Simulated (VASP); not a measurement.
Here is a VASP 6.6.1 calculation.

The input INCAR:

```
SYSTEM = BeH
ALGO     = Normal         ! electronic algorithm
EDIFF    = 1E-6           ! SCF threshold, eV
ENCUT    = 520            ! plane-wave cutoff, eV
GGA      = PE             ! functional
ISIF     = 2              ! what is computed and relaxed
ISMEAR   = 0              ! smearing method
LASPH    = .TRUE.         ! aspherical terms in the spheres
LCHARG   = .FALSE.        ! write CHGCAR
LREAL    = .FALSE.        ! projectors in reciprocal space
LWAVE    = .FALSE.        ! write WAVECAR
NBANDS   = 11             ! bands
NELM     = 60             ! most SCF steps
PREC     = Accurate       ! precision mode
SIGMA    = 0.1            ! smearing width, eV
```

Contents of KPOINTS:

```
k-points
0
G
  18 18 10
  0 0 0
```

POSCAR

```
BeH
1.0
    2.6757365043      0.0000000000      0.0000000000
   -1.3378682521      2.3172557865      0.0000000000
    0.0000000000      0.0000000000      3.6322280639
Be H
2 2
Direct
    0.3333333333      0.6666666667      0.2500000000
    0.6666666667      0.3333333333      0.7500000000
    0.0000000000      0.0000000000      0.5000000000
    0.0000000000      0.0000000000      0.0000000000
```

Potentials or basis: VASP PAW PBE potentials, release 64 (Be, H).

The run is started by

```console
$ cat potpaw_PBE.64/Be/POTCAR potpaw_PBE.64/H/POTCAR > POTCAR
$ mpirun -np 1 vasp_std > vasp.out
```

What does it give for the pressure?

0.0 GPa.

Estimate the band gap on the k mesh.

zero (bands 3 and 4 overlap by 12.74 eV).
